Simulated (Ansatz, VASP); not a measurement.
## CaZr3 in VASP and in Ansatz

File INCAR:

```
SYSTEM = CaZr3
ALGO     = Normal         ! electronic algorithm
EDIFF    = 1E-7           ! SCF threshold, eV
EDIFFG   = -0.04          ! ionic threshold
ENCUT    = 600            ! plane-wave cutoff, eV
GGA      = PE             ! functional
IBRION   = 2              ! ionic algorithm
ISIF     = 3              ! what is computed and relaxed
ISMEAR   = 0              ! smearing method
LASPH    = .TRUE.         ! aspherical terms in the spheres
LCHARG   = .FALSE.        ! write CHGCAR
LREAL    = .FALSE.        ! projectors in reciprocal space
LWAVE    = .FALSE.        ! write WAVECAR
NELM     = 60             ! most SCF steps
NSW      = 90             ! ionic steps
PREC     = Accurate       ! precision mode
SIGMA    = 0.1            ! smearing width, eV
```

KPOINTS

```
k-points
0
G
  4 4 4
  0 0 0
```

POSCAR

```
CaZr3
1.0
    4.2210320545      0.0000000000      0.0000000000
    0.0000000000      4.2210320545      0.0000000000
    0.0000000000      0.0000000000      4.2210320545
Ca Zr
1 3
Direct
    0.0000000000      0.0000000000      0.0000000000
    0.0000000000      0.5000000000      0.5000000000
    0.5000000000      0.0000000000      0.5000000000
    0.5000000000      0.5000000000      0.0000000000
```

Input for Ansatz:

```yaml
crystal:
  lattice:
    - [4.2210320545, 0.0, 0.0]
    - [0.0, 4.2210320545, 0.0]
    - [0.0, 0.0, 4.2210320545]
  atoms:
    - { symbol: Ca, position: [0.0, 0.0, 0.0] }
    - { symbol: Zr, position: [0.0, 0.5, 0.5] }
    - { symbol: Zr, position: [0.5, 0.0, 0.5] }
    - { symbol: Zr, position: [0.5, 0.5, 0.0] }
basis:
  ecutwfc: 420
kpoints:
  mp_grid: { grid: [4, 4, 4] }
hamiltonian:
  xc: pbe
scf:
  occupations: { method: gaussian, width: 0.1 }
  lower_state_search: "off"
output:
  forces: true
  stress: true
  eigenvalues: true
relax:
  adjacent_minimum: "off"
  f_tol: 0.04
  max_steps: 70
  cell: { stress_tol: 0.4 }
```

Alike in both runs: task relaxation of cell and atoms; functional PBE; k mesh 4 × 4 × 4; occupations gaussian, width 0.1 eV; no spin polarisation.

|  | VASP | Ansatz |
| --- | --- | --- |
| version | VASP 6.6.1 | Ansatz 0.2.0 |
| potentials or method | VASP PAW PBE potentials, release 64 (Ca_sv, Zr_sv), cutoff 600 eV | scalar-relativistic, plane waves, PAW |
| valence electrons in the cell | 46 | 46 |

|  | VASP | Ansatz | Ansatz less VASP |
| --- | --- | --- | --- |
| gap on the k mesh at the Fermi level, each at its own relaxed structure (eV) | none | none | - |
| relaxed volume (Å³/atom) | 25.20 | 25.14 | -0.058 |
| relaxed cell length with the largest relative difference (Å) | 4.654 | 4.650 | -0.0036 |

A gap of «none» marks a metal or a gap that the smearing closes.

The k mesh is coarse, so the values compare programs but aren't converged. Noted on VASP's run: the volume moved by over 15 % at a fixed basis, so the end points are rough.
